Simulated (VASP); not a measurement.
Set up this calculation in VASP 6.6.1, as the native input.

| Quantity | Value |
| --- | --- |
| Task | single point |
| Functional | PBE |
| Potentials or basis | VASP PAW PBE potentials, release 64 (Al, N) |
| Cutoff | 520 eV |
| k mesh | 6 × 6 × 6 |
| Occupations | gaussian, width 0.1 eV |
| Spin | no spin polarisation |
| Dipole correction | no |
| Further INCAR settings | ALGO = Normal; EDIFF = 1e-06; NBANDS = 11 |

The structure of AlN lies in POSCAR:

```
AlN
1.0
    0.0000000000      2.2007877462      2.2007877462
    2.2007877462      0.0000000000      2.2007877462
    2.2007877462      2.2007877462      0.0000000000
Al N
1 1
Direct
    0.0000000000      0.0000000000      0.0000000000
    0.2500000000      0.2500000000      0.2500000000
```

The input as run:

INCAR

```
SYSTEM = AlN
PREC = Accurate
ENCUT = 520
EDIFF = 1E-6
ISMEAR = 0
SIGMA = 0.1
LREAL = .False.
LASPH = .True.
NELM = 100
ALGO = Normal
ISIF = 2
LWAVE = .False.
LCHARG = .False.
GGA = PE
NBANDS = 11
```

KPOINTS

```
regular mesh
0
Gamma
  6 6 6
  0 0 0
```

Potentials or basis: VASP PAW PBE potentials, release 64 (Al, N).

The run is started by

```sh
$ cat potpaw_PBE.64/Al/POTCAR potpaw_PBE.64/N/POTCAR > POTCAR
$ mpirun -np 1 vasp_std > vasp.out
```

It gave:

| Property | Result |
| --- | --- |
| Pressure | -0.1 GPa |
| Band gap on the k mesh | 3.30 eV, indirect (least direct gap 3.99 eV) |

It took 1.8 s on 1 thread of Intel(R) Xeon(R) 6975P-C (Granite Rapids), with other jobs on the host, peak memory 0.13 GiB.
